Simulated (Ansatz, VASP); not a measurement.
## Two plane-wave programs on W

The input POSCAR:

```
W
1.0
    5.1030653080      0.0000000000      0.0000000000
    0.0000000000      5.1030653080      0.0000000000
    0.0000000000      0.0000000000      5.1030653080
W
8
Direct
    0.0000000000      0.0000000000      0.0000000000
    0.5000000000      0.5000000000      0.5000000000
    0.0000000000      0.5000000000      0.2500000000
    0.0000000000      0.5000000000      0.7500000000
    0.2500000000      0.0000000000      0.5000000000
    0.7500000000      0.0000000000      0.5000000000
    0.5000000000      0.7500000000      0.0000000000
    0.5000000000      0.2500000000      0.0000000000
```

The input INCAR.step1:

```
  PREC = Accurate
  ENCUT = 520
  ISMEAR = 0
  SIGMA = 0.1
  LREAL = F
  LASPH = T
  NELM = 80
  NBANDS = 66
  GGA = PE
  ALGO = Normal
  EDIFF = 1E-4
  LWAVE = T
  LCHARG = F
```

File INCAR.step2:

```
  PREC = Accurate
  ENCUT = 520
  EDIFF = 1E-7
  ISMEAR = 0
  SIGMA = 0.1
  LREAL = F
  LASPH = T
  NELM = 80
  ALGO = Normal
  ISIF = 2
  LWAVE = F
  LCHARG = F
  METAGGA = R2SCAN
  LMIXTAU = T
  NBANDS = 66
  ISTART = 1
```

KPOINTS

```
Automatic mesh
0
Gamma
  8 8 8
```

Input for Ansatz:

```yaml
crystal:
  lattice:
    - [5.103065308, 0.0, 0.0]
    - [0.0, 5.103065308, 0.0]
    - [0.0, 0.0, 5.103065308]
  atoms:
    - { symbol: W, position: [0.0, 0.0, 0.0] }
    - { symbol: W, position: [0.5, 0.5, 0.5] }
    - { symbol: W, position: [0.0, 0.5, 0.25] }
    - { symbol: W, position: [0.0, 0.5, 0.75] }
    - { symbol: W, position: [0.25, 0.0, 0.5] }
    - { symbol: W, position: [0.75, 0.0, 0.5] }
    - { symbol: W, position: [0.5, 0.75, 0.0] }
    - { symbol: W, position: [0.5, 0.25, 0.0] }
basis:
  ecutwfc: 500
kpoints:
  mp_grid: { grid: [8, 8, 8] }
hamiltonian:
  xc: r2scan
scf:
  occupations: { method: gaussian, width: 0.1 }
output:
  forces: true
  stress: true
  eigenvalues: true
```

Alike in both runs: task single point; functional r2SCAN; k mesh 8 × 8 × 8; occupations gaussian, width 0.1 eV; no spin polarisation.

```csv
,VASP,Ansatz
version,VASP 6.6.1,Ansatz 0.2.0
potentials or method,"VASP PAW PBE potentials, release 64 (W_sv), cutoff 520 eV","scalar-relativistic, plane waves, PAW"
valence electrons in the cell,112,112
```

Ansatz gave:

| Item | Value |
| --- | --- |
| gap on the k mesh at the Fermi level (eV) | none |
| pressure (GPa) | -8.7 |

Q: What did VASP give for the same quantities?

A: gap on the k mesh at the Fermi level (eV): none; pressure (GPa): -7.7.

VASP's potentials were made for PBE, not for r2SCAN. A gap of «none» marks a metal or a gap that the smearing closes.

Neither program's run includes spin-orbit coupling.
